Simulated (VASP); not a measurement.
# SnTe (Fm-3m) in VASP: notebook, part 2 of 2

VASP 6.6.1.

**4. Relaxation of cell and atoms, PBE+D4**

The input, INCAR:

```
SYSTEM = SnTe
PREC = Accurate ; ENCUT = 600
EDIFF = 1E-7 ; ISMEAR = -1
SIGMA = 0.05 ; LREAL = .FALSE.
LASPH = .TRUE. ; NELM = 100
ALGO = Normal ; ISIF = 3
LWAVE = .FALSE. ; LCHARG = .FALSE.
GGA = PE ; IVDW = 13
IBRION = 2 ; NSW = 80
EDIFFG = -0.02
```

The input, KPOINTS:

```
regular mesh
0
G
  7 7 7
  0 0 0
```

The input, POSCAR:

```
SnTe
1.0
    0.0000000000      3.1508500000      3.1508500000
    3.1508500000      0.0000000000      3.1508500000
    3.1508500000      3.1508500000      0.0000000000
Te Sn
1 1
Direct
    0.5000000000      0.5000000000      0.5000000000
    0.0000000000      0.0000000000      0.0000000000
```

Potentials or basis: VASP PAW PBE potentials, release 64 (Te, Sn_d).

Launch:

```sh
$ cat potpaw_PBE.64/Te/POTCAR potpaw_PBE.64/Sn_d/POTCAR > POTCAR
$ mpirun -np 1 vasp_std > vasp.out
```

OUTCAR:

```text
SYSTEM = SnTe
   PREC = Accurate
   ENCUT = 600
   EDIFF = 1E-7
   ISMEAR = -1
   LREAL = .FALSE.
   LASPH = .TRUE.
   NELM = 100
   ISIF = 3
   GGA = PE
   IVDW = 13
   IBRION = 2
   NSW = 80
   EDIFFG = -0.02

 ion  position               nearest neighbor table
   1  0.500  0.500  0.500-   2 3.15   2 3.15   2 3.15   2 3.15   2 3.15   2 3.15
   2  0.000  0.000  0.000-   1 3.15   1 3.15   1 3.15   1 3.15   1 3.15   1 3.15

  LATTYP: Found a face centered cubic cell.
 ALAT       =     6.3017000000

  Lattice vectors:

 A1 = (   0.0000000000,   3.1508500000,   3.1508500000)
 A2 = (   3.1508500000,   0.0000000000,   3.1508500000)
 A3 = (   3.1508500000,   3.1508500000,   0.0000000000)

Analysis of symmetry for initial positions (statically):
=====================================================================
 Subroutine PRICEL returns:
 Original cell was already a primitive cell.

 Routine SETGRP: Setting up the symmetry group for a
 face centered cubic supercell.

 Subroutine GETGRP returns: Found 48 space group operations
[... 172 lines left out ...]
      4     -14.9410      2.00000
      5     -14.9410      2.00000
      6      -5.8510      2.00000
      7       2.2779      2.00000
      8       4.8091      2.00000
      9       4.8091      2.00000
     10       4.8091      2.00000
     11      10.3069      0.00000
     12      10.3069      0.00000
     13      10.3069      0.00000
     14      11.7060      0.00000
[... 309 lines left out ...]
      1     -14.9586      2.00000
      2     -14.9472      2.00000
      3     -14.9389      2.00000
      4     -14.9360      2.00000
      5     -14.9308      2.00000
      6      -4.2146      2.00000
      7      -0.5305      2.00000
      8       2.0039      2.00000
      9       2.7226      2.00000
     10       5.7284      2.00000
     11       8.1474      0.00000
     12      11.0806      0.00000
     13      11.9899      0.00000
     14      12.2241      0.00000

------------------------ aborting loop because EDIFF is reached ----------------------------------------

  DFT-D4 for vdW energy calculation

  Edisp (eV):   -0.88083

  FORCE on cell =-STRESS in cart. coord.  units (eV):
  Direction    XX          YY          ZZ          XY          YZ          ZX
  --------------------------------------------------------------------------------------
  -------------------------------------------------------------------------------------
  Total       0.01486     0.01486     0.01486     0.00000    -0.00000     0.00000
  in kB       0.38053     0.38053     0.38053     0.00000    -0.00000     0.00000
  external pressure =        0.38 kB  Pullay stress =        0.00 kB

 VOLUME and BASIS-vectors are now :
 -----------------------------------------------------------------------------
  energy-cutoff  :      600.00
  volume of cell :       62.56
      direct lattice vectors                 reciprocal lattice vectors
     0.000000000  3.150850000  3.150850000    -0.158687338  0.158687338  0.158687338
     3.150850000  0.000000000  3.150850000     0.158687338 -0.158687338  0.158687338
     3.150850000  3.150850000  0.000000000     0.158687338  0.158687338 -0.158687338

 POSITION                                       TOTAL-FORCE (eV/Angst)
 -----------------------------------------------------------------------------------
      3.15085      3.15085      3.15085         0.000000      0.000000      0.000000
      0.00000      0.00000      0.00000        -0.000000     -0.000000     -0.000000
 -----------------------------------------------------------------------------------
    total drift:                               -0.000000      0.000000      0.000000

  FREE ENERGIE OF THE ION-ELECTRON SYSTEM (eV)
  ---------------------------------------------------
  free  energy   TOTEN  =        -8.4282112621 eV

  energy  without entropy=       -8.4281384667  energy(sigma->0) =       -8.42817486

 reached required accuracy - stopping structural energy minimisation
```

OSZICAR:

```text
N       E                     dE             d eps       ncg     rms          rms(c)
DAV:   1     0.128822349403E+03    0.12882E+03   -0.10578E+04   560   0.184E+03
DAV:   2     0.345032318343E+01   -0.12537E+03   -0.12228E+03   596   0.389E+02
DAV:   3    -0.729038269360E+01   -0.10741E+02   -0.10506E+02   728   0.992E+01
DAV:   4    -0.758500566380E+01   -0.29462E+00   -0.29449E+00   648   0.181E+01
DAV:   5    -0.759612381550E+01   -0.11118E-01   -0.11118E-01   780   0.339E+00    0.475E+00
DAV:   6    -0.754565977929E+01    0.50464E-01   -0.12750E-01   694   0.277E+00    0.301E+00
DAV:   7    -0.754714613120E+01   -0.14864E-02   -0.52001E-02   670   0.134E+00    0.784E-01
DAV:   8    -0.754724870649E+01   -0.10258E-03   -0.73207E-03   644   0.798E-01    0.183E-01
DAV:   9    -0.754737408934E+01   -0.12538E-03   -0.52200E-04   688   0.258E-01    0.314E-02
DAV:  10    -0.754737717114E+01   -0.30818E-05   -0.73143E-05   658   0.849E-02    0.160E-02
DAV:  11    -0.754738296906E+01   -0.57979E-05   -0.40043E-05   620   0.578E-02    0.247E-02
DAV:  12    -0.754738236957E+01    0.59949E-06   -0.33494E-06   680   0.156E-02    0.119E-02
DAV:  13    -0.754738180480E+01    0.56477E-06   -0.59817E-07   662   0.611E-03    0.261E-03
DAV:  14    -0.754738185661E+01   -0.51815E-07   -0.35452E-07   462   0.746E-03
   1 F= -.84282113E+01 E0= -.84281749E+01  d E =-.842821E+01
```

Run time: 57 s. Hardware: 1 thread of AMD EPYC 7R13, shared host; peak memory 0.18 GiB.

What came out:

```yaml
Free_energy: -8.4282 eV
Pressure_after_relaxing: 0.0 GPa
Dispersion_energy_per_atom: -0.440 eV
```

Final structure:
```cif
data_structure
_symmetry_space_group_name_H-M 'P 1'
_symmetry_Int_Tables_number 1
_cell_length_a 4.4560
_cell_length_b 4.4560
_cell_length_c 4.4560
_cell_angle_alpha 60.000
_cell_angle_beta 60.000
_cell_angle_gamma 60.000
_cell_volume 62.56
loop_
_atom_site_label
_atom_site_type_symbol
_atom_site_fract_x
_atom_site_fract_y
_atom_site_fract_z
_atom_site_occupancy
Te1 Te 0.50000 0.50000 0.50000 1
Sn1 Sn 0.00000 0.00000 0.00000 1
```

Levels at points of the mesh, in eV from the Fermi level:
```tsv
k point	band 8	band 9	band 10	band 11	band 12	band 13
(0.00, 0.00, 0.00)	-2.22	-2.22	-2.22	3.28	3.28	3.28
```

Caveat: the relaxation stopped at its first step, so nothing moved; this odd mesh misses L, so gap, dielectric constants and Born charges aren't listed; spin-orbit coupling is left out, which moves the levels of the heavy elements.

**5. Relaxation of cell and atoms, LDA**

The input, INCAR:

```
SYSTEM = SnTe
PREC = Accurate ; ENCUT = 600
EDIFF = 1E-6 ; ISMEAR = -1
SIGMA = 0.05 ; LREAL = .FALSE.
LASPH = .TRUE. ; NELM = 60
ALGO = Normal ; ISIF = 3
LWAVE = .FALSE. ; LCHARG = .FALSE.
IBRION = 2 ; NSW = 80
EDIFFG = -0.005
```

The input, KPOINTS:

```
Automatic mesh
0
G
  7 7 7
  0 0 0
```

POSCAR is that of step 4.

Potentials or basis: VASP PAW LDA potentials, release 64 (Te, Sn_d).

Launch:

```sh
$ cat potpaw_LDA.64/Te/POTCAR potpaw_LDA.64/Sn_d/POTCAR > POTCAR
$ mpirun -np 1 vasp_std > vasp.out
```

It took 1.7 min on 1 thread of AMD EPYC 7R13, shared host; peak memory 0.16 GiB.

The run converged. Its results:

- Free energy: -8.8391 eV
- Relaxed volume: 30.30 Å³/atom
- Relaxed cell: a = 4.409 Å, b = 4.409 Å, c = 4.409 Å, α = 60.00°, β = 60.00°, γ = 60.00°
- Space group after relaxing (to 0.1 Å): Fm-3m (No. 225)
- Energy gained by relaxing: 4.7 meV/atom
- Ionic steps: 3
- Pressure after relaxing: 0.0 GPa

The path:
| step | energy change (eV) | largest force (eV/Å) | pressure (GPa) | volume (Å³) |
| --- | --- | --- | --- | --- |
| 1 | 0.0000 | 0.0000 | -1.52 | 62.56 |
| 2 | -0.0082 | 0.0000 | 0.58 | 59.92 |
| 3 | -0.0094 | 0.0000 | 0.00 | 60.61 |

Final structure:
```xyz
2
Lattice="0.0000 3.1176 3.1176 3.1176 0.0000 3.1176 3.1176 3.1176 0.0000" Properties=species:S:1:pos:R:3 pbc="T T T"
Te    3.1176    3.1176    3.1176
Sn    0.0000    0.0000    0.0000
```

Levels at points of the mesh, in eV from the Fermi level:
| k point | band 6 | band 7 | band 8 | band 9 | band 10 | band 11 | band 12 | band 13 | band 14 |
| --- | --- | --- | --- | --- | --- | --- | --- | --- | --- |
| (0.00, 0.00, 0.00) | -13.10 | -4.70 | -2.25 | -2.25 | -2.25 | 3.32 | 3.32 | 3.32 | 4.68 |

Caveat: this odd mesh misses L, so gap, dielectric constants and Born charges aren't listed; spin-orbit coupling is left out, which moves the levels of the heavy elements. LDA usually gives volumes a few per cent too small.

**6. Single point, PBE, non-collinear spin, zero start, spin-orbit coupling**

The input, INCAR:

```
SYSTEM = SnTe
ALGO = Normal
EDIFF = 1E-6
ENCUT = 520
GGA = PE
GGA_COMPAT = .False.
ISIF = 2
ISMEAR = -1
LASPH = .True.
LCHARG = .True.
LORBIT = 11
LORBMOM = .True.
LREAL = .False.
LSORBIT = .True.
LVHAR = .True.
LWAVE = .False.
MAGMOM = 0 0 0 0 0 0
NBANDS = 32
NELM = 150
PREC = Accurate
SIGMA = 0.05
```

The input, KPOINTS:

```
k-points
0
Gamma
  5 5 5
  0 0 0
```

POSCAR is that of step 5.

Potentials or basis: VASP PAW PBE potentials, release 64 (Te, Sn_d).

Launch:

```sh
$ cat potpaw_PBE.64/Te/POTCAR potpaw_PBE.64/Sn_d/POTCAR > POTCAR
$ mpirun -np 1 vasp_ncl > vasp.out
```

It took 2.4 min on 1 thread of AMD EPYC 7R13, shared host; peak memory 0.35 GiB.

It converged, with:

- Free energy: -7.6910 eV
- Pressure: 2.2 GPa
- Net moment: 0.00 μB per cell
- Valence electrons inside the program's atomic spheres: Te 3.38; Sn 12.09

Moments on the atoms (μB; x, y, z):
```
Te  0.00 0.00 0.00
Sn  0.00 0.00 0.00
```

Caveat: this odd mesh misses L, so gap, dielectric constants and Born charges aren't listed.

**7. The runs side by side**

```tsv
task	level	potentials or basis	spin	cell	k mesh	cutoff (eV)	pressure (GPa)
single point	LDA	VASP PAW LDA potentials, release 64 (Te, Sn_d)	off	a = 4.456 Å, angles 60.0°, 2 atoms	7 × 7 × 7	520	-1.5
single point	PBE	VASP PAW PBE potentials, release 64 (Te, Sn_d)	off	a = 4.532 Å, angles 60.0°, 2 atoms	7 × 7 × 7	520	-0.1
relaxation of cell and atoms	PBE+D4	VASP PAW PBE potentials, release 64 (Te, Sn_d)	off	relaxed from a = 4.456 Å, angles 60.0°, 2 atoms	7 × 7 × 7	600	0.0
relaxation of cell and atoms	LDA	VASP PAW LDA potentials, release 64 (Te, Sn_d)	off	relaxed from a = 4.456 Å, angles 60.0°, 2 atoms	7 × 7 × 7	600	0.0
single point	PBE	VASP PAW PBE potentials, release 64 (Te, Sn_d)	non-collinear, zero start, SOC	a = 4.456 Å, angles 60.0°, 2 atoms	5 × 5 × 5	520	2.2
```

Alike in all rows: smearing fermi-dirac 0.05 eV.

Caveats: spin-orbit coupling is left out, which moves the levels of the heavy elements (at least some runs); the relaxation stopped at its first step, so nothing moved (at least some runs).

Total energies depend on the potentials used, so only differences within one code and one set of settings carry meaning.
